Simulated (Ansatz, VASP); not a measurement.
Two plane-wave programs on Ge

The input POSCAR:

```
Ge
1.0
   -2.5744900000      2.5744900000      1.3974100000
    2.5744900000     -2.5744900000      1.3974100000
    2.5744900000      2.5744900000     -1.3974100000
Ge
2
Direct
    0.2482700000      0.7338700000      0.4799100000
    0.4876839041      0.4916239041      0.9910700000
```

File INCAR.step1:

```
ALGO = Normal
EDIFF = 1E-4
ENCUT = 520
GGA = PE
ISMEAR = 1
LASPH = T
LCHARG = F
LREAL = F
LWAVE = T
NBANDS = 21
NELM = 60
PREC = Accurate
SIGMA = 0.1
```

File INCAR.step2:

```
ALGO = Normal
EDIFF = 1E-7
ENCUT = 520
ISIF = 2
ISMEAR = 1
ISTART = 1
LASPH = T
LCHARG = F
LMIXTAU = T
LREAL = F
LWAVE = F
METAGGA = R2SCAN
NBANDS = 21
NELM = 60
PREC = Accurate
SIGMA = 0.1
```

Contents of KPOINTS:

```
k-points
0
Gamma
  8 8 6
```

Input for Ansatz:

```yaml
crystal:
  lattice:
    - [-2.57449, 2.57449, 1.39741]
    - [2.57449, -2.57449, 1.39741]
    - [2.57449, 2.57449, -1.39741]
  atoms:
    - { symbol: Ge, position: [0.24827, 0.73387, 0.47991] }
    - { symbol: Ge, position: [0.4876839040796903, 0.4916239040796903, 0.99107] }
basis:
  ecutwfc: 650.0
  xc_grid: 2
kpoints:
  mp_grid:
    grid: [8, 8, 6]
hamiltonian:
  xc: r2scan
scf:
  convergence:
    dr2_threshold: 1.0e-09
  occupations:
    method: cold
    width: 0.1
output:
  forces: true
  stress: true
```

Alike in both runs: task single point; functional r2SCAN; k mesh 8 × 8 × 6; no spin polarisation.

|  | VASP | Ansatz |
| --- | --- | --- |
| version | VASP 6.6.1 | Ansatz 0.2.0 |
| potentials or method | VASP PAW PBE potentials, release 64 (Ge_d), cutoff 520 eV | plane waves, PAW |
| occupations | methfessel-paxton of order 1, width 0.1 eV | cold, width 0.1 eV |
| valence electrons in the cell | 28 | 28 |

```csv
,VASP,Ansatz,Ansatz less VASP
pressure (GPa),0.7,0.9,+0.14
"traceless stress, the component that is largest in VASP (GPa)",2.64,2.75,+0.105
rms of the force components (eV/Å),0.125,0.125,+0.0003
```

VASP's potentials were made for PBE, not for r2SCAN. Atom by atom the forces differ by 0.002 eV/Å (rms over components). Ansatz's warnings: stress scf threshold loose.
